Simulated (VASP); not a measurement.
# BaO (Fm-3m) in VASP: notebook

The runs below take BaO through single point, with PBE.

Everything below comes from runs of VASP 6.6.1. Logs are shortened: lines on timing, memory, paths and dates and some standing lists are left out, and cuts for length are marked.

## 1. The cell of the first run

Symmetry: Fm-3m, No. 225, cubic system. Conventional cell: a = 5.208 Å, b = 5.208 Å, c = 5.208 Å, α = 90.00°, β = 90.00°, γ = 90.00°. Ba (site symmetry m-3m) has 6 O at 2.60 Å within 3.4 Å. O (site symmetry m-3m) has 6 Ba at 2.60 Å within 3.4 Å.

## 2. Single point, PBE

The input, INCAR:

```
SYSTEM = BaO
PREC     = Accurate       ! precision mode
ENCUT    = 600            ! plane-wave cutoff, eV
EDIFF    = 1E-6           ! SCF threshold, eV
ISMEAR   = 0              ! smearing method
SIGMA    = 0.1            ! smearing width, eV
LREAL    = .False.        ! projectors in reciprocal space
LASPH    = .True.         ! aspherical terms in the spheres
NELM     = 120            ! most SCF steps
ALGO     = Normal         ! electronic algorithm
ISIF     = 2              ! what is computed and relaxed
LWAVE    = .False.        ! write WAVECAR
LCHARG   = .True.         ! write CHGCAR
GGA      = PE             ! functional
LELF     = .True.         ! ELF
LVHAR    = .True.       
NBANDS   = 15             ! bands
GGA_COMPAT= .False.
```

The input, KPOINTS:

```
regular mesh
0
Gamma
  6 6 6
  0 0 0
```

The input, POSCAR:

```
BaO
1.0
    0.0000000000      2.6040030695      2.6040030695
    2.6040030695      0.0000000000      2.6040030695
    2.6040030695      2.6040030695      0.0000000000
Ba O
1 1
Direct
    0.0000000000      0.0000000000      0.0000000000
    0.5000000000      0.5000000000      0.5000000000
```

Potentials or basis: VASP PAW PBE potentials, release 64 (Ba_sv, O).

Command:

```sh
$ cat potpaw_PBE.64/Ba_sv/POTCAR potpaw_PBE.64/O/POTCAR > POTCAR
$ mpirun -np 1 vasp_std > vasp.out
```

OUTCAR:

```text
SYSTEM = BaO
   PREC = Accurate
   ENCUT = 600
   EDIFF = 1E-6
   ISMEAR = 0
   LREAL = .False.
   LASPH = .True.
   NELM = 120
   ISIF = 2
   GGA = PE

 ion  position               nearest neighbor table
   1  0.000  0.000  0.000-   2 2.60   2 2.60   2 2.60   2 2.60   2 2.60   2 2.60
   2  0.500  0.500  0.500-   1 2.60   1 2.60   1 2.60   1 2.60   1 2.60   1 2.60

  LATTYP: Found a face centered cubic cell.
 ALAT       =     5.2080061390

  Lattice vectors:

 A1 = (   0.0000000000,   2.6040030695,   2.6040030695)
 A2 = (   2.6040030695,   0.0000000000,   2.6040030695)
 A3 = (   2.6040030695,   2.6040030695,   0.0000000000)

Analysis of symmetry for initial positions (statically):
=====================================================================
 Subroutine PRICEL returns:
 Original cell was already a primitive cell.

 Routine SETGRP: Setting up the symmetry group for a
 face centered cubic supercell.

 Subroutine GETGRP returns: Found 48 space group operations
 (whereof 48 operations were pure point group operations)
 out of a pool of 48 trial point group operations.

The static configuration has the point symmetry O_h .

Analysis of symmetry for dynamics (positions and initial velocities):
=====================================================================
 Subroutine PRICEL returns:
 Original cell was already a primitive cell.

 Routine SETGRP: Setting up the symmetry group for a
 face centered cubic supercell.

 Subroutine GETGRP returns: Found 48 space group operations
 (whereof 48 operations were pure point group operations)
 out of a pool of 48 trial point group operations.

The dynamic configuration has the point symmetry O_h .

 Subroutine INISYM returns: Found 48 space group operations
 (whereof 48 operations are pure point group operations),
 and found     1 'primitive' translations

----------------------------------------------------------------------------------------

                                     Primitive cell

  volume of cell :      35.3146

  direct lattice vectors                    reciprocal lattice vectors
     0.000000000  2.604003070  2.604003070    -0.192012062  0.192012062  0.192012062
     2.604003070  0.000000000  2.604003070     0.192012062 -0.192012062  0.192012062
     2.604003070  2.604003070  0.000000000     0.192012062  0.192012062 -0.192012062

  length of vectors
     3.682616457  3.682616457  3.682616457     0.332574648  0.332574648  0.332574648

  position of ions in fractional coordinates (direct lattice)
     0.000000000  0.000000000  0.000000000
     0.500000000  0.500000000  0.500000000

  ion indices of the primitive-cell ions
   primitive index   ion index
                 1           1
                 2           2

----------------------------------------------------------------------------------------

 KPOINTS: regular mesh

Automatic generation of k-mesh.
 Grid dimensions read from file:
 generate k-points for:    6    6    6

 Generating k-lattice:

  Cartesian coordinates                     Fractional coordinates (reciprocal lattice)
    -0.032002010  0.032002010  0.032002010     0.166666667  0.000000000  0.000000000
     0.032002010 -0.032002010  0.032002010     0.000000000  0.166666667  0.000000000
     0.032002010  0.032002010 -0.032002010     0.000000000  0.000000000  0.166666667

  Length of vectors
     0.055429108  0.055429108  0.055429108

  Shift w.r.t. Gamma in fractional coordinates (k-lattice)
     0.000000000  0.000000000  0.000000000

 Subroutine IBZKPT returns following result:
 ===========================================

 Found     16 irreducible k-points:

 Following reciprocal coordinates:
            Coordinates               Weight
  0.000000  0.000000  0.000000      1.000000
  0.166667  0.000000  0.000000      8.000000
  0.333333  0.000000  0.000000      8.000000
  0.500000  0.000000  0.000000      4.000000
  0.166667  0.166667  0.000000      6.000000
  0.333333  0.166667  0.000000     24.000000
[... 8 lines left out ...]
 -0.333333  0.333333  0.166667     24.000000
 -0.333333  0.500000  0.166667     12.000000
   k-points           NKPTS =     16   k-points in BZ     NKDIM =     16   number of bands    NBANDS=     15
   number of dos      NEDOS =    301   number of ions     NIONS =      2
   total plane-waves  NPLWV =  27000
   dimension x,y,z NGX =    30 NGY =   30 NGZ =   30
   dimension x,y,z NGXF=    60 NGYF=   60 NGZF=   60
   ions per type =               1   1
   NGX,Y,Z   is equivalent  to a cutoff of  13.54, 13.54, 13.54 a.u.
   NGXF,Y,Z  is equivalent  to a cutoff of  27.09, 27.09, 27.09 a.u.
 SYSTEM =  BaO
   PREC   = accura    normal or accurate (medium, high low for compatibility)
   ISTART =      0    job   : 0-new  1-cont  2-samecut
   ICHARG =      2    charge: 1-file 2-atom 10-const
   ISPIN  =      1    spin polarized calculation?
   LNONCOLLINEAR =      F non collinear calculations
   LSORBIT =      F    spin-orbit coupling
   LASPH  =      T    aspherical Exc in radial PAW
   ENCUT  =  600.0 eV  44.10 Ry    6.64 a.u.   7.36  7.36  7.36*2*pi/ulx,y,z
   NELM   =    120;   NELMIN=  2; NELMDL= -5     # of ELM steps
   EDIFF  = 0.1E-05   stopping-criterion for ELM
   LREAL  =      F    real-space projection
   EDIFFG = 0.1E-04   stopping-criterion for IOM
   NSW    =      0    number of steps for IOM
   IBRION =     -1    ionic relax: 0-MD 1-quasi-New 2-CG
   NFREE  =      0    steps in history (QN), initial steepest desc. (CG)
   ISIF   =      2    stress and relaxation
   ISYM   =      2    0-nonsym 1-usesym 2-fastsym
   POTIM  = 0.5000    time-step for ionic-motion
   TEBEG  =    0.0;   TEEND  =   0.0 temperature during run
   PSTRESS=    0.0 pullay stress
   NELECT =      16.0000    total number of electrons
   NUPDOWN=      -1.0000    fix difference up-down
   EMIN   =  10.00;   EMAX   =-10.00  energy-range for DOS
   EFERMI =   0.00;   METHOD = LEGACY
   ISMEAR =     0;   SIGMA  =   0.10  broadening in eV -4-tet -1-fermi 0-gaus
   EFERMI_NEDOS =   21; number of points for ismear=-14 and -15
   IALGO  =     38    algorithm
   IMIX   =      4    mixing-type and parameters
     AMIX     =   0.40;   BMIX     =  1.00
     AMIX_MAG =   1.60;   BMIX_MAG =  1.00
  volume/ion in A,a.u.               =      17.66       119.16
  Fermi-wavevector in a.u.,A,eV,Ry     =   1.257371  2.376086 21.510553  1.580981
  Thomas-Fermi vector in A             =   2.391033
   LORBIT       =      0    0 simple, 1 ext, 2 COOP (PROOUT), +10 PAW based schemes
   GGA     = PE    functional components
   LHFCALC =     F    Hartree Fock is set to
   AEXX    =    0.0000 exact exchange contribution
   IVDW    =     0    specifies the selected vdW correction
   LEPSILON=     F    determine dielectric tensor
   LRPA    =     F    only Hartree local field effects (RPA)
 non-spin polarized calculation
 Gauss-broadening in eV      SIGMA  =   0.10
  energy-cutoff  :      600.00
  volume of cell :       35.31
 maximum number of plane-waves:      1243
 NGX is ok and might be reduce to    30
   NGX = 15   NGY = 15   NGZ = 15

 number of electron      16.0000000 magnetization

 Free energy of the ion-electron system (eV)
  ---------------------------------------------------
  ext. energy  EPLUGINS =         0.00000000
  ---------------------------------------------------
  free energy    TOTEN  =       -11.21961244 eV

  energy without entropy =      -11.21961244  energy(sigma->0) =      -11.21961244

 E-fermi :   3.9265     XC(G=0): -10.5047

 val. band max:        3.4147159937   @ k =   0.5000   0.5000   0.0000
 cond. band min:       4.5382166355   @ k =   0.5000   0.5000   0.0000
 fundamental gap:      1.1235006418
 Fermi energy:         3.9265306999

 k-point     1 :       0.0000    0.0000    0.0000
  band No.  band energies     occupation
      1     -22.8157      2.00000
      2     -12.2382      2.00000
      3      -6.8237      2.00000
      4      -6.8237      2.00000
      5      -6.8237      2.00000
      6       2.4706      2.00000
      7       2.4706      2.00000
      8       2.4706      2.00000
      9       7.7631      0.00000
     10       7.8005      0.00000
     11       7.8005      0.00000
     12       7.8005      0.00000
     13      10.5775      0.00000
     14      10.5775      0.00000
     15      13.3246      0.00000

 k-point     2 :       0.1667    0.0000    0.0000
  band No.  band energies     occupation
      1     -22.6862      2.00000
      2     -12.5793      2.00000
      3      -6.8937      2.00000
      4      -6.8651      2.00000
      5      -6.8651      2.00000
      6       1.8612      2.00000
      7       1.9972      2.00000
      8       1.9972      2.00000
      9       7.5825      0.00000
     10       8.4273      0.00000
     11       8.4273      0.00000
     12       9.0473      0.00000
     13      11.5060      0.00000
     14      11.5060      0.00000
     15      15.2824      0.00000

 k-point     3 :       0.3333    0.0000    0.0000
  band No.  band energies     occupation
      1     -22.4064      2.00000
      2     -13.2675      2.00000
      3      -7.0163      2.00000
      4      -6.9424      2.00000
      5      -6.9424      2.00000
      6       0.9313      2.00000
      7       1.2237      2.00000
      8       1.2237      2.00000
      9       7.9228      0.00000
     10       9.9734      0.00000
     11       9.9734      0.00000
     12      11.4570      0.00000
     13      13.4983      0.00000
     14      13.4983      0.00000
     15      18.4513      0.00000
[... 199 lines left out ...]
 k-point    15 :      -0.3333    0.3333    0.1667
  band No.  band energies     occupation
      1     -22.1390      2.00000
      2     -13.2227      2.00000
      3      -8.2660      2.00000
      4      -8.2307      2.00000
      5      -6.8993      2.00000
      6       1.0724      2.00000
      7       2.4941      2.00000
      8       2.5386      2.00000
      9       8.0392      0.00000
     10       8.3161      0.00000
     11      11.6797      0.00000
     12      12.6685      0.00000
     13      14.4918      0.00000
     14      16.7520      0.00000
     15      17.2587      0.00000

 k-point    16 :      -0.3333    0.5000    0.1667
  band No.  band energies     occupation
      1     -22.1036      2.00000
      2     -12.9837      2.00000
      3      -8.9527      2.00000
      4      -8.2367      2.00000
      5      -7.1102      2.00000
      6       1.5981      2.00000
      7       2.9287      2.00000
      8       3.2199      2.00000
      9       6.1588      0.00000
     10       9.8245      0.00000
     11      10.8482      0.00000
     12      13.9693      0.00000
     13      14.2281      0.00000
     14      17.1151      0.00000
     15      17.2685      0.00000

------------------------ aborting loop because EDIFF is reached ----------------------------------------

  FORCE on cell =-STRESS in cart. coord.  units (eV):
  Direction    XX          YY          ZZ          XY          YZ          ZX
  --------------------------------------------------------------------------------------
  -------------------------------------------------------------------------------------
  Total        5.7209480      5.7209480      5.7209480      0.0000000      0.0000000      0.0000000
  in kB      259.5518382    259.5518382    259.5518382      0.0000000      0.0000000      0.0000000
  external PRESSURE =     259.5518382 kB  Pullay stress =       0.0000000 kB

 VOLUME and BASIS-vectors are now :
 -----------------------------------------------------------------------------
  energy-cutoff  :      600.00
  volume of cell :       35.31
      direct lattice vectors                 reciprocal lattice vectors
     0.000000000  2.604003070  2.604003070    -0.192012062  0.192012062  0.192012062
     2.604003070  0.000000000  2.604003070     0.192012062 -0.192012062  0.192012062
     2.604003070  2.604003070  0.000000000     0.192012062  0.192012062 -0.192012062

 POSITION                                       TOTAL-FORCE (eV/Angst)
 -----------------------------------------------------------------------------------
      0.00000      0.00000      0.00000         0.000000      0.000000      0.000000
      2.60400      2.60400      2.60400        -0.000000     -0.000000     -0.000000
 -----------------------------------------------------------------------------------
    total drift:                                0.000000      0.000000      0.000000

  FREE ENERGIE OF THE ION-ELECTRON SYSTEM (eV)
  ---------------------------------------------------
  free  energy   TOTEN  =       -11.2196124403 eV

  energy  without entropy=      -11.2196124403  energy(sigma->0) =      -11.21961244
```

It took 8.7 s on 1 thread of AMD EPYC 9R45 (Zen 5), shared host; peak memory 0.14 GiB.

What came out:

```
Free energy            : -11.2196 eV
Pressure               : 26.0 GPa
Band gap on the k mesh : 1.12 eV
```

Caveat: the cell stands under pressure; spin-orbit coupling is left out, which moves the levels of the heavy elements.

(Continued in part 2 of 2.)
